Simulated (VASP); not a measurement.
Here is a VASP 6.6.1 calculation.

File INCAR:

```
SYSTEM = Rh
PREC = Accurate
ENCUT = 520
EDIFF = 1E-6
ISMEAR = 0
SIGMA = 0.15
LREAL = .False.
LASPH = .True.
NELM = 80
ALGO = Fast
ISIF = 2
LWAVE = .False.
LCHARG = .False.
GGA = CA
NBANDS = 14
```

File KPOINTS:

```
Automatic mesh
0
Gamma
  22 22 22
  0 0 0
```

POSCAR

```
Rh
1.0
    0.0000000000      2.0764272299      1.7792904933
    2.0764272299      0.0000000000      1.7792904933
    2.0764272299      2.0764272299      0.0000000000
Rh
1
Direct
    0.0000000000      0.0000000000      0.0000000000
```

Potentials or basis: VASP PAW LDA potentials, release 64 (Rh_pv).

The run is started by

```sh
$ cat potpaw_LDA.64/Rh_pv/POTCAR > POTCAR
$ mpirun -np 1 vasp_std > vasp.out
```

Question: Estimate the band gap on the k mesh.

Answer: Zero (an odd number of electrons rules out a gap without spin polarisation).

Question: Estimate the pressure.

Answer: -29.2 GPa.

Stress tensor (GPa, compression positive):
```
-36.08   0.00   0.00
  0.00 -36.08   0.00
  0.00   0.00 -15.58
```

Caveat: the stress differs along the axes, from -36 to -16 GPa.
